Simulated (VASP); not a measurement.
# SnAu2O3 (P3m1) in VASP: a series of runs

SnAu2O3 is run at these levels: PBEsol; tasks: single point, relaxation of cell and atoms.

All numbers are computed with VASP 6.6.1; they aren't measurements. Logs are shortened: lines on timing, memory, paths and dates and some standing lists are left out, and cuts for length are marked.

## Step 1: The cell of the first run

The structure is trigonal, space group P3m1 (No. 156). The conventional cell has a = 3.355 Å, b = 3.355 Å, c = 8.313 Å, α = 90.00°, β = 90.00°, γ = 120.00°. Within 2.7 Å of Sn (site symmetry 3m) lie 7 O at 2.05 to 2.37 Å. Within 2.9 Å of Au (site symmetry 3m) lie 3 O at 2.18 Å and 3 Au at 2.68 Å. Within 3.5 Å of Au (site symmetry 3m) lie 9 Au at 2.68 to 3.35 Å and 6 O at 2.75 to 3.45 Å. Within 3.0 Å of O (site symmetry 3m) lie 3 Sn at 2.25 Å and 3 O at 2.64 Å and 3 Au at 2.75 Å. Within 2.7 Å of O (site symmetry 3m) lie 3 Sn at 2.05 Å and 6 O at 2.58 to 2.64 Å. O (site symmetry 3m) has 3 Au at 2.18 Å and 1 Sn at 2.37 Å and 3 O at 2.58 Å within 2.9 Å.

## Step 2: Single point, PBEsol

Input file INCAR:

```
SYSTEM = SnAu2O3
ALGO = Normal ; EDIFF = 1E-6
ENCUT = 520 ; GGA = PS
ISIF = 2 ; ISMEAR = -1
LASPH = .TRUE. ; LCHARG = .FALSE.
LREAL = .FALSE. ; LWAVE = .FALSE.
NBANDS = 36 ; NELM = 60
PREC = Accurate ; SIGMA = 0.03
```

Input file KPOINTS:

```
k-points
0
G
  6 6 4
  0 0 0
```

Input file POSCAR:

```
SnAu2O3
1.0
    3.3548074458      0.0000000000      0.0000000000
   -1.6774037229      2.9053484728      0.0000000000
    0.0000000000      0.0000000000      8.3126987681
Sn Au O
1 2 3
Direct
    0.3333333333      0.6666666667      0.5812202454
    0.0000000000      0.0000000000      0.9870677436
    0.6666666667      0.3333333333      0.2099527028
    0.0000000000      0.0000000000      0.4445665949
    0.6666666667      0.3333333333      0.6612241340
    0.3333333333      0.6666666667      0.8659685793
```

Potentials or basis: VASP PAW PBE potentials, release 64 (Sn_d, Au, O).

Command:

```sh
cat potpaw_PBE.64/Sn_d/POTCAR potpaw_PBE.64/Au/POTCAR potpaw_PBE.64/O/POTCAR > POTCAR
mpirun -np 1 vasp_std > vasp.out
```

OUTCAR:

```text
SYSTEM = SnAu2O3
   EDIFF = 1E-6
   ENCUT = 520
   GGA = PS
   ISIF = 2
   ISMEAR = -1
   LASPH = .TRUE.
   LREAL = .FALSE.
   NELM = 60
   PREC = Accurate

 ion  position               nearest neighbor table
   1  0.333  0.667  0.581-   5 2.05   5 2.05   5 2.05   4 2.25   4 2.25   4 2.25   6 2.37   3 3.64
                             3 3.64   3 3.64
   2  0.000  0.000  0.987-   6 2.18   6 2.18   6 2.18   3 2.68   3 2.68   3 2.68
   3  0.667  0.333  0.210-   2 2.68   2 2.68   2 2.68   4 2.75   4 2.75   4 2.75   1 3.64   1 3.64
                             1 3.64
   4  0.000  0.000  0.445-   1 2.25   1 2.25   1 2.25   3 2.75   3 2.75   3 2.75
   5  0.667  0.333  0.661-   1 2.05   1 2.05   1 2.05
   6  0.333  0.667  0.866-   2 2.18   2 2.18   2 2.18   1 2.37

  LATTYP: Found a hexagonal cell.
 ALAT       =     3.3548074458
 C/A-ratio  =     2.4778467624

  Lattice vectors:

 A1 = (   3.3548074458,   0.0000000000,   0.0000000000)
 A2 = (  -1.6774037229,   2.9053484728,   0.0000000000)
 A3 = (   0.0000000000,   0.0000000000,   8.3126987681)

Analysis of symmetry for initial positions (statically):
=====================================================================
 Subroutine PRICEL returns:
 Original cell was already a primitive cell.

 Routine SETGRP: Setting up the symmetry group for a
 hexagonal supercell.

 Subroutine GETGRP returns: Found  6 space group operations
 (whereof  6 operations were pure point group operations)
 out of a pool of 24 trial point group operations.

The static configuration has the point symmetry C_3v.

Analysis of symmetry for dynamics (positions and initial velocities):
=====================================================================
 Subroutine PRICEL returns:
 Original cell was already a primitive cell.

 Routine SETGRP: Setting up the symmetry group for a
 hexagonal supercell.

 Subroutine GETGRP returns: Found  6 space group operations
 (whereof  6 operations were pure point group operations)
 out of a pool of 24 trial point group operations.

The dynamic configuration has the point symmetry C_3v.

 Subroutine INISYM returns: Found  6 space group operations
 (whereof  6 operations are pure point group operations),
 and found     1 'primitive' translations

----------------------------------------------------------------------------------------

                                     Primitive cell

  volume of cell :      81.0229

  direct lattice vectors                    reciprocal lattice vectors
     3.354807446  0.000000000  0.000000000     0.298079701  0.172096396  0.000000000
    -1.677403723  2.905348473  0.000000000     0.000000000  0.344192791  0.000000000
     0.000000000  0.000000000  8.312698768     0.000000000  0.000000000  0.120297875

  length of vectors
     3.354807446  3.354807446  8.312698768     0.344192791  0.344192791  0.120297875

  position of ions in fractional coordinates (direct lattice)
     0.333333333  0.666666667  0.581220245
     0.000000000  0.000000000  0.987067744
     0.666666667  0.333333333  0.209952703
     0.000000000  0.000000000  0.444566595
     0.666666667  0.333333333  0.661224134
     0.333333333  0.666666667  0.865968579

  ion indices of the primitive-cell ions
   primitive index   ion index
                 1           1
                 2           2
                 3           3
                 4           4
                 5           5
                 6           6

----------------------------------------------------------------------------------------

 KPOINTS: k-points

Automatic generation of k-mesh.
 Grid dimensions read from file:
 generate k-points for:    6    6    4

 Generating k-lattice:

  Cartesian coordinates                     Fractional coordinates (reciprocal lattice)
     0.049679950  0.028682733  0.000000000     0.166666667  0.000000000  0.000000000
     0.000000000  0.057365465  0.000000000     0.000000000  0.166666667  0.000000000
     0.000000000  0.000000000  0.030074469     0.000000000  0.000000000  0.250000000

  Length of vectors
     0.057365465  0.057365465  0.030074469

  Shift w.r.t. Gamma in fractional coordinates (k-lattice)
     0.000000000  0.000000000  0.000000000

 Subroutine IBZKPT returns following result:
 ===========================================

 Found     24 irreducible k-points:

 Following reciprocal coordinates:
            Coordinates               Weight
  0.000000  0.000000  0.000000      1.000000
  0.166667  0.000000  0.000000      6.000000
  0.333333  0.000000  0.000000      6.000000
  0.500000  0.000000  0.000000      3.000000
  0.166667  0.166667  0.000000      6.000000
  0.333333  0.166667  0.000000     12.000000
[... 16 lines left out ...]
  0.333333  0.166667  0.500000     12.000000
  0.333333  0.333333  0.500000      2.000000
   k-points           NKPTS =     24   k-points in BZ     NKDIM =     24   number of bands    NBANDS=     36
   number of dos      NEDOS =    301   number of ions     NIONS =      6
   total plane-waves  NPLWV =  50176
   dimension x,y,z NGX =    28 NGY =   28 NGZ =   64
   dimension x,y,z NGXF=    56 NGYF=   56 NGZF=  128
   ions per type =               1   2   3
   NGX,Y,Z   is equivalent  to a cutoff of  13.88, 13.88, 12.80 a.u.
   NGXF,Y,Z  is equivalent  to a cutoff of  27.75, 27.75, 25.60 a.u.
 SYSTEM =  SnAu2O3
   PREC   = accura    normal or accurate (medium, high low for compatibility)
   ISTART =      0    job   : 0-new  1-cont  2-samecut
   ICHARG =      2    charge: 1-file 2-atom 10-const
   ISPIN  =      1    spin polarized calculation?
   LNONCOLLINEAR =      F non collinear calculations
   LSORBIT =      F    spin-orbit coupling
   LASPH  =      T    aspherical Exc in radial PAW
   ENCUT  =  520.0 eV  38.22 Ry    6.18 a.u.   6.24  6.24 15.46*2*pi/ulx,y,z
   NELM   =     60;   NELMIN=  2; NELMDL= -5     # of ELM steps
   EDIFF  = 0.1E-05   stopping-criterion for ELM
   LREAL  =      F    real-space projection
   EDIFFG = 0.1E-04   stopping-criterion for IOM
   NSW    =      0    number of steps for IOM
   IBRION =     -1    ionic relax: 0-MD 1-quasi-New 2-CG
   NFREE  =      0    steps in history (QN), initial steepest desc. (CG)
   ISIF   =      2    stress and relaxation
   ISYM   =      2    0-nonsym 1-usesym 2-fastsym
   POTIM  = 0.5000    time-step for ionic-motion
   TEBEG  =    0.0;   TEEND  =   0.0 temperature during run
   PSTRESS=    0.0 pullay stress
   NELECT =      54.0000    total number of electrons
   NUPDOWN=      -1.0000    fix difference up-down
   EMIN   =  10.00;   EMAX   =-10.00  energy-range for DOS
   EFERMI =   0.00;   METHOD = LEGACY
   ISMEAR =    -1;   SIGMA  =   0.03  broadening in eV -4-tet -1-fermi 0-gaus
   EFERMI_NEDOS =   21; number of points for ismear=-14 and -15
   IALGO  =     38    algorithm
   IMIX   =      4    mixing-type and parameters
     AMIX     =   0.40;   BMIX     =  1.00
     AMIX_MAG =   1.60;   BMIX_MAG =  1.00
  volume/ion in A,a.u.               =      13.50        91.13
  Fermi-wavevector in a.u.,A,eV,Ry     =   1.430002  2.702313 27.822650  2.044907
  Thomas-Fermi vector in A             =   2.549895
   LORBIT       =      0    0 simple, 1 ext, 2 COOP (PROOUT), +10 PAW based schemes
   GGA     = PS    functional components
   LHFCALC =     F    Hartree Fock is set to
   AEXX    =    0.0000 exact exchange contribution
   IVDW    =     0    specifies the selected vdW correction
   LEPSILON=     F    determine dielectric tensor
   LRPA    =     F    only Hartree local field effects (RPA)
 non-spin polarized calculation
  energy-cutoff  :      520.00
  volume of cell :       81.02
 maximum number of plane-waves:      2215
 NGX is ok and might be reduce to    28
   NGX = 13   NGY = 13   NGZ = 31

 number of electron      54.0000005 magnetization

 Free energy of the ion-electron system (eV)
  ---------------------------------------------------
  ext. energy  EPLUGINS =         0.00000000
  ---------------------------------------------------
  free energy    TOTEN  =       -30.50175755 eV

  energy without entropy =      -30.48732757  energy(sigma->0) =      -30.49454256

 E-fermi :   7.2964     XC(G=0): -11.9628

 val. band max:        7.2930501691   @ k =   0.1667   0.0000   0.5000
 cond. band min:       7.3065318588   @ k =   0.1667   0.1667   0.5000
 fundamental gap:      0.0134816897
 Fermi energy:         7.2964025414

 k-point     1 :       0.0000    0.0000    0.0000
  band No.  band energies     occupation
      1     -14.8665      2.00000
      2     -14.4884      2.00000
      3     -14.4884      2.00000
      4     -14.2832      2.00000
      5     -14.2832      2.00000
      6     -12.7809      2.00000
[... 28 lines left out ...]
     35      20.2885      0.00000
     36      20.3003      0.00000

 k-point     2 :       0.1667    0.0000    0.0000
  band No.  band energies     occupation
      1     -14.8753      2.00000
      2     -14.5364      2.00000
      3     -14.4422      2.00000
      4     -14.3151      2.00000
      5     -14.2823      2.00000
      6     -12.5826      2.00000
[... 28 lines left out ...]
     35      17.0436      0.00000
     36      18.7925      0.00000

 k-point     3 :       0.3333    0.0000    0.0000
  band No.  band energies     occupation
      1     -15.0966      2.00000
      2     -14.4448      2.00000
      3     -14.3811      2.00000
      4     -14.3357      2.00000
      5     -14.2466      2.00000
      6     -12.0242      2.00000
[... 28 lines left out ...]
     35      17.1938      0.00000
     36      17.6013      0.00000

 k-point     4 :       0.5000    0.0000    0.0000
  band No.  band energies     occupation
      1     -15.2213      2.00000
      2     -14.4255      2.00000
      3     -14.3724      2.00000
      4     -14.3005      2.00000
      5     -14.2054      2.00000
      6     -11.5910      2.00000
[... 28 lines left out ...]
     35      16.7303      0.00000
     36      17.4773      0.00000

 k-point     5 :       0.1667    0.1667    0.0000
  band No.  band energies     occupation
      1     -14.9846      2.00000
      2     -14.5518      2.00000
      3     -14.3797      2.00000
      4     -14.3368      2.00000
      5     -14.2635      2.00000
      6     -12.1535      2.00000
[... 655 lines left out ...]
 k-point    22 :       0.1667    0.1667    0.5000
  band No.  band energies     occupation
      1     -14.9846      2.00000
      2     -14.5518      2.00000
      3     -14.3797      2.00000
      4     -14.3368      2.00000
      5     -14.2635      2.00000
      6     -12.1518      2.00000
[... 28 lines left out ...]
     35      16.3767      0.00000
     36      16.9136      0.00000

 k-point    23 :       0.3333    0.1667    0.5000
  band No.  band energies     occupation
      1     -15.1253      2.00000
      2     -14.5248      2.00000
      3     -14.3820      2.00000
      4     -14.3218      2.00000
      5     -14.2427      2.00000
      6     -11.4332      2.00000
[... 28 lines left out ...]
     35      16.1571      0.00000
     36      17.2040      0.00000

 k-point    24 :       0.3333    0.3333    0.5000
  band No.  band energies     occupation
      1     -15.0647      2.00000
      2     -14.6581      2.00000
      3     -14.3430      2.00000
      4     -14.3248      2.00000
      5     -14.2872      2.00000
      6     -10.6563      2.00000
[... 28 lines left out ...]
     35      15.8949      0.00000
     36      16.5778      0.00000

------------------------ aborting loop because EDIFF is reached ----------------------------------------

  FORCE on cell =-STRESS in cart. coord.  units (eV):
  Direction    XX          YY          ZZ          XY          YZ          ZX
  --------------------------------------------------------------------------------------
  -------------------------------------------------------------------------------------
  Total        0.1129172      0.1129172     -0.0451346      0.0000000      0.0000000      0.0000000
  in kB        2.2328669      2.2328669     -0.8925088      0.0000000      0.0000000      0.0000000
  external PRESSURE =       1.1910750 kB  Pullay stress =       0.0000000 kB

 VOLUME and BASIS-vectors are now :
 -----------------------------------------------------------------------------
  energy-cutoff  :      520.00
  volume of cell :       81.02
      direct lattice vectors                 reciprocal lattice vectors
     3.354807446  0.000000000  0.000000000     0.298079701  0.172096396  0.000000000
    -1.677403723  2.905348473  0.000000000     0.000000000  0.344192791  0.000000000
     0.000000000  0.000000000  8.312698768     0.000000000  0.000000000  0.120297875

 POSITION                                       TOTAL-FORCE (eV/Angst)
 -----------------------------------------------------------------------------------
     -0.00000      1.93690      4.83151         0.000000     -0.000000      0.001058
      0.00000      0.00000      8.20520        -0.000000     -0.000000      0.004950
      1.67740      0.96845      1.74527         0.000000     -0.000000     -0.004948
      0.00000      0.00000      3.69555         0.000000     -0.000000     -0.037205
      1.67740      0.96845      5.49656         0.000000     -0.000000      0.022318
     -0.00000      1.93690      7.19854        -0.000000      0.000000      0.013827
 -----------------------------------------------------------------------------------
    total drift:                               -0.000001     -0.000000     -0.000756

  FREE ENERGIE OF THE ION-ELECTRON SYSTEM (eV)
  ---------------------------------------------------
  free  energy   TOTEN  =       -30.5017575527 eV

  energy  without entropy=      -30.4873275736  energy(sigma->0) =      -30.49454256
```

Wall time 76 s (1 thread of Intel Xeon Platinum 8259CL at 2.50GHz (Skylake/Cascade Lake), shared host); peak memory 0.25 GiB.

What came out:

- Free energy: -30.5018 eV
- Pressure: 0.1 GPa
- Largest force: 0.037 eV/Å
- Band gap on the k mesh: zero (bands 27 and 28 overlap by 0.23 eV)

Forces in eV/Å, atoms in the order of the input:
```
Sn   0.000  0.000  0.001
Au   0.000  0.000  0.005
Au   0.000  0.000 -0.005
O    0.000  0.000 -0.037
O    0.000  0.000  0.022
O    0.000  0.000  0.014
```

Caveat: the k points lie up to 0.36 Å⁻¹ apart; the PAW data sets were made with another functional, which shifts forces and pressure a little; spin-orbit coupling is left out, which moves the levels of the heavy elements.

## Step 3: Relaxation of cell and atoms, PBEsol

This run uses another cell than the first one, of 16.35 Å³/atom.

Input file INCAR:

```
PREC = Accurate ; ENCUT = 600
EDIFF = 1E-7 ; ISMEAR = -1
SIGMA = 0.03 ; LREAL = False
LASPH = True ; NELM = 80
ALGO = Normal ; ISIF = 3
LWAVE = False ; LCHARG = False
GGA = PS ; IBRION = 2
NSW = 100 ; EDIFFG = -0.01
```

Input file KPOINTS:

```
Automatic mesh
0
Gamma
  6 6 4
```

Input file POSCAR:

```
SnAu2O3
1.0
    3.5987888000      0.0000000000      0.0000000000
   -1.7993944000      3.1166425300      0.0000000000
    0.0000000000      0.0000000000      8.7458942000
Sn Au O
1 2 3
Direct
    0.3333333300      0.6666666700      0.6641085800
    0.0000000000      0.0000000000      0.9968616400
    0.6666666700      0.3333333300      0.3376419600
    0.0000000000      0.0000000000      0.2503703200
    0.6666666700      0.3333333300      0.5920876800
    0.3333333300      0.6666666700      0.9089298200
```

Potentials or basis: VASP PAW PBE potentials, release 64 (Sn_d, Au, O).

Command:

```sh
cat potpaw_PBE.64/Sn_d/POTCAR potpaw_PBE.64/Au/POTCAR potpaw_PBE.64/O/POTCAR > POTCAR
mpirun -np 1 vasp_std > vasp.out
```

It took 72 min on 1 thread of Intel Xeon Platinum 8259CL at 2.50GHz (Skylake/Cascade Lake), shared host; peak memory 0.33 GiB.

It converged, with:

```yaml
Free_energy: -30.5321 eV
Relaxed_volume: 13.48 Å³/atom
Relaxed_cell: a = 3.364 Å, b = 3.364 Å, c = 8.253 Å, α = 90.00°, β = 90.00°, γ = 120.00°
Space_group_after_relaxing_to_0.1_Å: P3m1 (No. 156)
Energy_gained_by_relaxing: 498.9 meV/atom
Ionic_steps: 61
Pressure_after_relaxing: 0.0 GPa
Largest_force_after_relaxing: 0.007 eV/Å
Band_gap_on_the_k_mesh: zero (bands 27 and 28 overlap by 0.22 eV)
```

Forces in eV/Å, atoms in the order of the input:
```
Sn   0.000  0.000 -0.007
Au   0.000  0.000  0.005
Au   0.000  0.000 -0.005
O    0.000  0.000  0.003
O    0.000  0.000  0.005
O    0.000  0.000  0.000
```

The path:
| step | energy change (eV) | largest force (eV/Å) | pressure (GPa) | volume (Å³) |
| --- | --- | --- | --- | --- |
| 1 | 0.0000 | 1.2462 | 0.23 | 98.10 |
| 3 | -0.2932 | 1.3260 | 0.77 | 98.60 |
| 5 | -0.5803 | 0.8595 | -1.99 | 102.21 |
| 7 | -0.6526 | 0.5938 | 1.69 | 99.20 |
| 9 | -0.7622 | 0.4691 | -2.21 | 102.31 |
| 11 | -0.9115 | 0.9363 | 2.21 | 95.46 |
| 13 | -0.9371 | 0.7558 | 1.02 | 94.90 |
| 15 | -0.9776 | 0.4416 | -1.75 | 96.81 |
| 17 | -1.0123 | 0.5475 | 1.10 | 94.13 |
| 19 | -1.0268 | 0.5241 | 0.30 | 94.47 |
| 21 | -1.0579 | 0.6334 | -0.58 | 94.29 |
| 23 | -1.1704 | 1.3644 | -2.87 | 92.57 |
| 25 | -1.2111 | 1.6156 | -2.63 | 91.71 |
| 27 | -1.2928 | 3.2013 | -0.05 | 87.91 |
| 29 | -1.3603 | 2.8319 | -0.59 | 87.97 |
| 31 | -1.4404 | 3.8780 | 8.52 | 81.13 |
| 33 | -1.7539 | 2.5397 | 1.47 | 83.90 |
| 35 | -2.0239 | 2.1276 | 0.06 | 83.00 |
| 37 | -2.3701 | 1.5943 | -2.13 | 82.96 |
| 39 | -2.6859 | 1.2946 | -1.60 | 80.48 |
| 41 | -2.8023 | 0.7643 | 1.84 | 78.63 |
| 43 | -2.9310 | 0.4959 | 1.20 | 79.76 |
| 45 | -2.9612 | 0.2492 | -1.95 | 81.33 |
| 47 | -2.9822 | 0.3160 | 0.58 | 80.29 |
| 49 | -2.9912 | 0.0851 | 0.08 | 80.58 |
| 51 | -2.9927 | 0.0584 | -0.18 | 80.86 |
| 53 | -2.9931 | 0.0355 | 0.22 | 80.71 |
| 55 | -2.9933 | 0.0273 | 0.00 | 80.83 |
| 57 | -2.9935 | 0.0180 | -0.04 | 80.89 |
| 59 | -2.9935 | 0.0116 | 0.10 | 80.85 |
| 61 | -2.9935 | 0.0075 | -0.03 | 80.91 |

Final structure:
```yaml
crystal:
  lattice:
    - [3.36442, 0.00000, 0.00000]
    - [-1.68221, 2.91367, 0.00000]
    - [0.00000, 0.00000, 8.25333]
  atoms:
    - { symbol: Sn, position: [0.33333, 0.66667, 0.58190] }
    - { symbol: Au, position: [0.00000, 0.00000, 0.98735] }
    - { symbol: Au, position: [0.66667, 0.33333, 0.21082] }
    - { symbol: O, position: [0.00000, 0.00000, 0.44324] }
    - { symbol: O, position: [0.66667, 0.33333, 0.66067] }
    - { symbol: O, position: [0.33333, 0.66667, 0.86601] }
```

Levels at points of the mesh, in eV from the Fermi level:
| k point | band 23 | band 24 | band 25 | band 26 | band 27 | band 28 | band 29 | band 30 | band 31 | band 32 |
| --- | --- | --- | --- | --- | --- | --- | --- | --- | --- | --- |
| (0.00, 0.00, 0.00) | -2.75 | -2.39 | -2.39 | -1.95 | 0.20 | 0.20 | 0.76 | 2.29 | 5.08 | 7.34 |
| (0.50, 0.00, 0.00) | -2.49 | -2.16 | -2.04 | -1.88 | -0.21 | 1.12 | 1.92 | 2.95 | 5.46 | 5.97 |
| (0.00, 0.00, 0.50) | -2.49 | -2.40 | -2.40 | -1.33 | -0.58 | 0.19 | 0.19 | 3.50 | 4.34 | 7.63 |
| (0.50, 0.00, 0.50) | -2.26 | -2.22 | -2.09 | -1.55 | -0.15 | 0.98 | 1.71 | 3.00 | 5.34 | 6.29 |

Caveat: the volume moved by over 15 % at a fixed basis, so the end points are rough; the PAW data sets were made with another functional, which shifts forces and pressure a little; spin-orbit coupling is left out, which moves the levels of the heavy elements.
